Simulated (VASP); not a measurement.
# BN (I-4m2) in VASP: further runs

Runs on BN. Level: r2SCAN. Tasks: single point.

All numbers are computed with VASP 6.6.1; they aren't measurements. Logs are shortened: lines on timing, memory, paths and dates and some standing lists are left out, and cuts for length are marked.

## Step 1: The cell of the first run

It takes space group I-4m2 (No. 119, tetragonal). The conventional cell has a = 2.878 Å, b = 2.878 Å, c = 2.878 Å, α = 90.00°, β = 90.00°, γ = 90.00°. Within 2.1 Å of B (site symmetry -4m2) lie 4 N at 1.61 Å. N (site symmetry -4m2) has 4 B at 1.61 Å within 2.1 Å.

## Step 2: Single point, r2SCAN

POSCAR

```
BN
1.0
    0.0000000000      2.0351272637      1.4388349754
    2.0351272637      0.0000000000      1.4388349754
    2.0351272637      2.0351272637      0.0000000000
B N
1 1
Direct
    0.0000000000      0.0000000000      0.0000000000
    0.7500000000      0.7500000000      0.7500000000
```

INCAR.step1

```
ALGO     = Normal         # electronic algorithm
EDIFF    = 1E-4           # SCF threshold, eV
ENCUT    = 520            # plane-wave cutoff, eV
GGA      = PE             # functional
ISMEAR   = 0              # smearing method
LASPH    = True           # aspherical terms in the spheres
LCHARG   = False          # write CHGCAR
LREAL    = False          # projectors in reciprocal space
LWAVE    = True           # write WAVECAR
NBANDS   = 11             # bands
NELM     = 100            # most SCF steps
PREC     = Accurate       # precision mode
SIGMA    = 0.05           # smearing width, eV
```

INCAR.step2

```
ALGO     = Normal         # electronic algorithm
EDIFF    = 1E-6           # SCF threshold, eV
ENCUT    = 520            # plane-wave cutoff, eV
ISIF     = 2              # what is computed and relaxed
ISMEAR   = 0              # smearing method
ISTART   = 1            
LASPH    = True           # aspherical terms in the spheres
LCHARG   = False          # write CHGCAR
LMIXTAU  = True         
LREAL    = False          # projectors in reciprocal space
LWAVE    = False          # write WAVECAR
METAGGA  = R2SCAN         # meta-GGA
NBANDS   = 11             # bands
NELM     = 100            # most SCF steps
PREC     = Accurate       # precision mode
SIGMA    = 0.05           # smearing width, eV
```

KPOINTS

```
k-points
0
Gamma
  12 12 12
```

Potentials or basis: VASP PAW PBE potentials, release 64 (B, N).

Started as:

```sh
$ cat potpaw_PBE.64/B/POTCAR potpaw_PBE.64/N/POTCAR > POTCAR
$ cp INCAR.step1 INCAR
$ mpirun -np 1 vasp_std > vasp.out
$ cp INCAR.step2 INCAR
$ mpirun -np 1 vasp_std > vasp.out
```

OUTCAR:

```text
EDIFF = 1E-6
   ENCUT = 520
   ISIF = 2
   ISMEAR = 0
   ISTART = 1
   LASPH = True
   LREAL = False
   METAGGA = R2SCAN
   NELM = 100
   PREC = Accurate

 ion  position               nearest neighbor table
   1  0.000  0.000  0.000-   2 1.61   2 1.61   2 1.61   2 1.61
   2  0.750  0.750  0.750-   1 1.61   1 1.61   1 1.61   1 1.61

  LATTYP: Found a body centered tetragonal cell.
 ALAT       =     2.8781045775
 C/A-ratio  =     0.9998489886

  Lattice vectors:

 A1 = (   0.0000000000,  -2.0351272637,  -1.4388349754)
 A2 = (   0.0000000000,   2.0351272637,  -1.4388349754)
 A3 = (   2.0351272637,   0.0000000000,   1.4388349754)

Analysis of symmetry for initial positions (statically):
=====================================================================
 Subroutine PRICEL returns:
 Original cell was already a primitive cell.

 Routine SETGRP: Setting up the symmetry group for a
 body centered tetragonal supercell.

 Subroutine GETGRP returns: Found  8 space group operations
 (whereof  8 operations were pure point group operations)
 out of a pool of 16 trial point group operations.

The static configuration has the point symmetry D_2d.

Analysis of symmetry for dynamics (positions and initial velocities):
=====================================================================
 Subroutine PRICEL returns:
 Original cell was already a primitive cell.

 Routine SETGRP: Setting up the symmetry group for a
 body centered tetragonal supercell.

 Subroutine GETGRP returns: Found  8 space group operations
 (whereof  8 operations were pure point group operations)
 out of a pool of 16 trial point group operations.

The dynamic configuration has the point symmetry D_2d.

 Subroutine INISYM returns: Found  8 space group operations
 (whereof  8 operations are pure point group operations),
 and found     1 'primitive' translations

----------------------------------------------------------------------------------------

                                     Primitive cell

  volume of cell :      11.9186

  direct lattice vectors                    reciprocal lattice vectors
     0.000000000  2.035127264  1.438834975    -0.245684881  0.245684881  0.347503368
     2.035127264  0.000000000  1.438834975     0.245684881 -0.245684881  0.347503368
     2.035127264  2.035127264  0.000000000     0.245684881  0.245684881 -0.347503368

  length of vectors
     2.492386219  2.492386219  2.878104577     0.491406871  0.491406871  0.491406871
[... 88 lines left out ...]
   ISYM   =      2    0-nonsym 1-usesym 2-fastsym
   POTIM  = 0.5000    time-step for ionic-motion
   TEBEG  =    0.0;   TEEND  =   0.0 temperature during run
   PSTRESS=    0.0 pullay stress
   NELECT =       8.0000    total number of electrons
   NUPDOWN=      -1.0000    fix difference up-down
   EMIN   =  10.00;   EMAX   =-10.00  energy-range for DOS
   EFERMI =   0.00;   METHOD = LEGACY
   ISMEAR =     0;   SIGMA  =   0.05  broadening in eV -4-tet -1-fermi 0-gaus
   EFERMI_NEDOS =   21; number of points for ismear=-14 and -15
   IALGO  =     38    algorithm
   IMIX   =      4    mixing-type and parameters
     AMIX     =   0.40;   BMIX     =  1.00
     AMIX_MAG =   1.60;   BMIX_MAG =  1.00
  volume/ion in A,a.u.               =       5.96        40.22
  Fermi-wavevector in a.u.,A,eV,Ry     =   1.433387  2.708709 27.954506  2.054598
  Thomas-Fermi vector in A             =   2.552911
   LORBIT       =      0    0 simple, 1 ext, 2 COOP (PROOUT), +10 PAW based schemes
   METAGGA = R2SCAN    functional components
   LHFCALC =     F    Hartree Fock is set to
   AEXX    =    0.0000 exact exchange contribution
   IVDW    =     0    specifies the selected vdW correction
   LEPSILON=     F    determine dielectric tensor
   LRPA    =     F    only Hartree local field effects (RPA)
 non-spin polarized calculation
 Gauss-broadening in eV      SIGMA  =   0.05
  energy-cutoff  :      520.00
  volume of cell :       11.92
 maximum number of plane-waves:       336
   NGX =  9   NGY =  9   NGZ = 11

 number of electron       8.0000000 magnetization

 Free energy of the ion-electron system (eV)
  ---------------------------------------------------
  ext. energy  EPLUGINS =         0.00000000
  ---------------------------------------------------
  free energy    TOTEN  =       -17.79523177 eV

  energy without entropy =      -17.79523177  energy(sigma->0) =      -17.79523177

 E-fermi :   9.1318     XC(G=0): -13.6924

 val. band max:        8.8972614126   @ k =   0.0000   0.0000   0.0000
 cond. band min:      10.2345338345   @ k =   0.5000   0.5000   0.0000
 fundamental gap:      1.3372724218
 Fermi energy:         9.1317876836

 k-point     1 :       0.0000    0.0000    0.0000
  band No.  band energies     occupation
      1     -13.7765      2.00000
      2       6.6005      2.00000
      3       6.6005      2.00000
      4       8.8973      2.00000
      5      16.4659      0.00000
      6      17.6606      0.00000
      7      18.7351      0.00000
      8      18.7351      0.00000
      9      27.9991      0.00000
     10      32.8396      0.00000
     11      33.1259      0.00000
[... 309 lines left out ...]
 k-point    24 :      -0.4167    0.1667    0.0000
  band No.  band energies     occupation
      1      -9.0949      2.00000
      2      -1.8063      2.00000
      3       2.4519      2.00000
      4       5.4395      2.00000
      5      13.6899      0.00000
      6      19.4586      0.00000
      7      20.8527      0.00000
      8      22.3766      0.00000
      9      30.5949      0.00000
     10      33.3997      0.00000
     11      34.4935      0.00000

 [... further k-points ...]

------------------------ aborting loop because EDIFF is reached ----------------------------------------

  FORCE on cell =-STRESS in cart. coord.  units (eV):
  Direction    XX          YY          ZZ          XY          YZ          ZX
  --------------------------------------------------------------------------------------
  -------------------------------------------------------------------------------------
  Total       -4.0052919     -4.0052919      6.3288991      0.0000000     -0.0000000      0.0000000
  in kB     -538.4193072   -538.4193072    850.7748135      0.0000000     -0.0000000      0.0000000
  external PRESSURE =     -75.3546003 kB  Pullay stress =       0.0000000 kB

 VOLUME and BASIS-vectors are now :
 -----------------------------------------------------------------------------
  energy-cutoff  :      520.00
  volume of cell :       11.92
      direct lattice vectors                 reciprocal lattice vectors
     0.000000000  2.035127264  1.438834975    -0.245684881  0.245684881  0.347503368
     2.035127264  0.000000000  1.438834975     0.245684881 -0.245684881  0.347503368
     2.035127264  2.035127264  0.000000000     0.245684881  0.245684881 -0.347503368

 POSITION                                       TOTAL-FORCE (eV/Angst)
 -----------------------------------------------------------------------------------
      0.00000      0.00000      0.00000         0.000000     -0.000000     -0.000000
      3.05269      3.05269      2.15825        -0.000000      0.000000      0.000000
 -----------------------------------------------------------------------------------
    total drift:                                0.000006      0.000006      0.000053

  FREE ENERGIE OF THE ION-ELECTRON SYSTEM (eV)
  ---------------------------------------------------
  free  energy   TOTEN  =       -17.7952317734 eV

  energy  without entropy=      -17.7952317734  energy(sigma->0) =      -17.79523177
```

OUTCAR.step1:

```text
EDIFF = 1E-4
   ENCUT = 520
   GGA = PE
   ISMEAR = 0
   LASPH = True
[... 557 lines left out ...]
 -----------------------------------------------------------------------------------
      0.00000      0.00000      0.00000        -0.000000     -0.000000     -0.000000
      3.05269      3.05269      2.15825         0.000000      0.000000      0.000000
 -----------------------------------------------------------------------------------
    total drift:                               -0.000001     -0.000001     -0.000000

  FREE ENERGIE OF THE ION-ELECTRON SYSTEM (eV)
  ---------------------------------------------------
  free  energy   TOTEN  =       -16.1360755359 eV

  energy  without entropy=      -16.1360755359  energy(sigma->0) =      -16.13607554
```

It took 65 s on 1 thread of Intel Xeon Platinum 8488C (Sapphire Rapids), shared host; peak memory 0.14 GiB.

What came out:

```yaml
Free_energy: -17.7952 eV
Pressure: -7.5 GPa
Band_gap_on_the_k_mesh: 1.34 eV, indirect (least direct gap 6.59 eV)
```

Stress tensor (GPa, compression positive):
```
-53.84   0.00   0.00
  0.00 -53.84   0.00
  0.00   0.00  85.08
```

Caveat: the PAW data sets were made with another functional, which shifts forces and pressure a little. A k mesh can miss the band edges.

## Step 3: Single point, r2SCAN

This run uses another cell than the first one, of the same volume but with other edges.

POSCAR

```
BN
1.0
    0.0000000000      1.6152815796      2.2840081536
    1.6152815796      0.0000000000      2.2840081536
    1.6152815796      1.6152815796      0.0000000000
B N
1 1
Direct
    0.0000000000      0.0000000000      0.0000000000
    0.7500000000      0.7500000000      0.7500000000
```

INCAR.step1

```
PREC     = Accurate       # precision mode
ENCUT    = 520            # plane-wave cutoff, eV
ISMEAR   = 0              # smearing method
SIGMA    = 0.05           # smearing width, eV
LREAL    = False          # projectors in reciprocal space
LASPH    = True           # aspherical terms in the spheres
NELM     = 60             # most SCF steps
NBANDS   = 11             # bands
GGA      = PE             # functional
ALGO     = Normal         # electronic algorithm
EDIFF    = 1E-4           # SCF threshold, eV
LWAVE    = True           # write WAVECAR
LCHARG   = False          # write CHGCAR
```

INCAR.step2

```
PREC     = Accurate       # precision mode
ENCUT    = 520            # plane-wave cutoff, eV
EDIFF    = 1E-6           # SCF threshold, eV
ISMEAR   = 0              # smearing method
SIGMA    = 0.05           # smearing width, eV
LREAL    = False          # projectors in reciprocal space
LASPH    = True           # aspherical terms in the spheres
NELM     = 60             # most SCF steps
ALGO     = Normal         # electronic algorithm
ISIF     = 2              # what is computed and relaxed
LWAVE    = False          # write WAVECAR
LCHARG   = False          # write CHGCAR
METAGGA  = R2SCAN         # meta-GGA
LMIXTAU  = True         
NBANDS   = 11             # bands
ISTART   = 1
```

KPOINTS

```
Automatic mesh
0
Gamma
  12 12 12
```

Potentials or basis: VASP PAW PBE potentials, release 64 (B, N).

Started as:

```sh
$ cat potpaw_PBE.64/B/POTCAR potpaw_PBE.64/N/POTCAR > POTCAR
$ cp INCAR.step1 INCAR
$ mpirun -np 1 vasp_std > vasp.out
$ cp INCAR.step2 INCAR
$ mpirun -np 1 vasp_std > vasp.out
```

Run time: 46 s. Hardware: 1 thread of Intel Xeon Platinum 8488C (Sapphire Rapids), shared host; peak memory 0.14 GiB.

The run converged. Its results:

```
Free energy            : -16.6774 eV
Pressure               : 1.7 GPa
Band gap on the k mesh : 1.28 eV, indirect (least direct gap 2.43 eV)
```

Stress tensor (GPa, compression positive):
```
 108.60    0.00    0.00
   0.00  108.60    0.00
   0.00    0.00 -212.24
```

Levels at points of the mesh, in eV from the valence-band top:
```tsv
k point	band 1	band 2	band 3	band 4	band 5	band 6	band 7	band 8	band 9
(0.00, 0.00, 0.00)	-23.32	-5.79	-0.21	-0.21	5.49	7.48	7.48	9.99	17.50
(0.50, 0.00, 0.00)	-18.61	-12.89	-6.91	-0.54	1.89	11.08	13.06	14.24	21.44
(0.50, 0.50, 0.00)	-19.93	-14.46	-3.28	-3.28	7.85	13.01	14.84	15.08	15.08
(0.50, 0.00, 0.50)	-15.79	-9.47	-7.89	-7.85	1.28	5.55	11.29	14.48	18.27
```

Caveat: the PAW data sets were made with another functional, which shifts forces and pressure a little. A k mesh can miss the band edges.

## Step 4: Single point, r2SCAN

This run uses another cell than the first one, of the same volume but with other edges.

POSCAR

```
BN
1.0
    0.0000000000      1.9139256747      1.6268368235
    1.9139256747      0.0000000000      1.6268368235
    1.9139256747      1.9139256747      0.0000000000
B N
1 1
Direct
    0.0000000000      0.0000000000      0.0000000000
    0.7500000000      0.7500000000      0.7500000000
```

INCAR.step1

```
SYSTEM = BN
PREC = Accurate
ENCUT = 520
ISMEAR = 0
SIGMA = 0.05
LREAL = .FALSE.
LASPH = .TRUE.
NELM = 100
NBANDS = 11
GGA = PE
ALGO = Normal
EDIFF = 1E-4
LWAVE = .TRUE.
LCHARG = .FALSE.
```

INCAR.step2

```
SYSTEM = BN
PREC = Accurate
ENCUT = 520
EDIFF = 1E-6
ISMEAR = 0
SIGMA = 0.05
LREAL = .FALSE.
LASPH = .TRUE.
NELM = 100
ALGO = Normal
ISIF = 2
LWAVE = .FALSE.
LCHARG = .FALSE.
METAGGA = R2SCAN
LMIXTAU = .TRUE.
NBANDS = 11
ISTART = 1
```

KPOINTS

```
Automatic mesh
0
G
  12 12 12
  0 0 0
```

Started as:

```sh
$ cat potpaw_PBE.64/B/POTCAR potpaw_PBE.64/N/POTCAR > POTCAR
$ cp INCAR.step1 INCAR
$ mpirun -np 1 vasp_std > vasp.out
$ cp INCAR.step2 INCAR
$ mpirun -np 1 vasp_std > vasp.out
```

Wall time 50 s (1 thread of Intel Xeon Platinum 8488C (Sapphire Rapids), shared host); peak memory 0.13 GiB.

The run converged. Its results:

* Free energy: -18.8145 eV
* Pressure: -4.7 GPa
* Band gap on the k mesh: 2.58 eV, indirect (least direct gap 8.15 eV)

Stress tensor (GPa, compression positive):
```
-31.76   0.00   0.00
  0.00 -31.76   0.00
  0.00   0.00  49.56
```

Levels at points of the mesh, in eV from the valence-band top:
```csv
k point,band 1,band 2,band 3,band 4,band 5,band 6,band 7,band 8
"(0.00, 0.00, 0.00)",-22.01,-1.25,-1.25,0.00,8.15,9.27,9.27,9.95
"(0.50, 0.00, 0.00)",-17.66,-11.76,-3.92,-1.75,7.71,9.61,13.31,15.71
"(0.50, 0.50, 0.00)",-15.10,-8.37,-7.24,-7.24,2.58,6.31,18.31,18.31
"(0.50, 0.00, 0.50)",-16.90,-10.85,-4.99,-4.86,5.29,10.45,16.21,18.03
```

Caveat: the PAW data sets were made with another functional, which shifts forces and pressure a little. A k mesh can miss the band edges.

## Step 5: Single point, r2SCAN

This run uses another cell than the first one, of the same volume but with other edges.

POSCAR

```
BN
1.0
    0.0000000000      1.7060992614      2.0473191137
    1.7060992614      0.0000000000      2.0473191137
    1.7060992614      1.7060992614      0.0000000000
B N
1 1
Direct
    0.0000000000      0.0000000000      0.0000000000
    0.7500000000      0.7500000000      0.7500000000
```

INCAR.step1

```
ALGO = Normal
EDIFF = 1E-4
ENCUT = 520
GGA = PE
ISMEAR = 0
LASPH = T
LCHARG = F
LREAL = F
LWAVE = T
NBANDS = 11
NELM = 100
PREC = Accurate
SIGMA = 0.05
```

INCAR.step2

```
ALGO = Normal
EDIFF = 1E-6
ENCUT = 520
ISIF = 2
ISMEAR = 0
ISTART = 1
LASPH = T
LCHARG = F
LMIXTAU = T
LREAL = F
LWAVE = F
METAGGA = R2SCAN
NBANDS = 11
NELM = 100
PREC = Accurate
SIGMA = 0.05
```

KPOINTS

```
k-points
0
Gamma
  12 12 12
```

Started as:

```sh
$ cat potpaw_PBE.64/B/POTCAR potpaw_PBE.64/N/POTCAR > POTCAR
$ cp INCAR.step1 INCAR
$ mpirun -np 1 vasp_std > vasp.out
$ cp INCAR.step2 INCAR
$ mpirun -np 1 vasp_std > vasp.out
```

It took 55 s on 1 thread of Intel Xeon Platinum 8488C (Sapphire Rapids), shared host; peak memory 0.13 GiB.

Results (log left out):

* Free energy: -18.5544 eV
* Pressure: -3.4 GPa
* Band gap on the k mesh: 3.27 eV, indirect (least direct gap 7.51 eV)

Stress tensor (GPa, compression positive):
```
  45.25    0.00    0.00
   0.00   45.25    0.00
   0.00    0.00 -100.73
```

Levels at points of the mesh, in eV from the valence-band top:
```tsv
k point	band 2	band 3	band 4	band 5	band 6	band 7
(0.00, 0.00, 0.00)	-2.43	0.00	0.00	8.52	8.52	9.56
(0.50, 0.00, 0.00)	-11.73	-4.33	-1.12	6.39	11.61	13.11
(0.50, 0.50, 0.00)	-11.75	-3.97	-3.97	6.61	11.92	17.60
(0.50, 0.00, 0.50)	-9.11	-6.47	-6.43	3.27	7.69	15.79
```

Caveat: the PAW data sets were made with another functional, which shifts forces and pressure a little.

## Step 6: The runs side by side

| cell | gap on the mesh (eV) | pressure (GPa) |
| --- | --- | --- |
| a = 2.492, b = 2.492, c = 2.878 Å, angles 54.7, 54.7, 70.5°, 2 atoms | 1.34 | -7.5 |
| a = 2.797, b = 2.797, c = 2.284 Å, angles 65.9, 65.9, 48.2°, 2 atoms | 1.28 | 1.7 |
| a = 2.512, b = 2.512, c = 2.707 Å, angles 57.4, 57.4, 65.2°, 2 atoms | 2.58 | -4.7 |
| a = 2.665, b = 2.665, c = 2.413 Å, angles 63.1, 63.1, 53.8°, 2 atoms | 3.27 | -3.4 |

Alike in all rows: task single point; level r2SCAN; potentials or basis VASP PAW PBE potentials, release 64 (B, N); no spin polarisation; k mesh 12 × 12 × 12; cutoff (eV) 520; smearing gaussian 0.05 eV.

Caveats: the PAW data sets were made with another functional, which shifts forces and pressure a little.

Absolute energies hang on the potentials; compare differences alone.
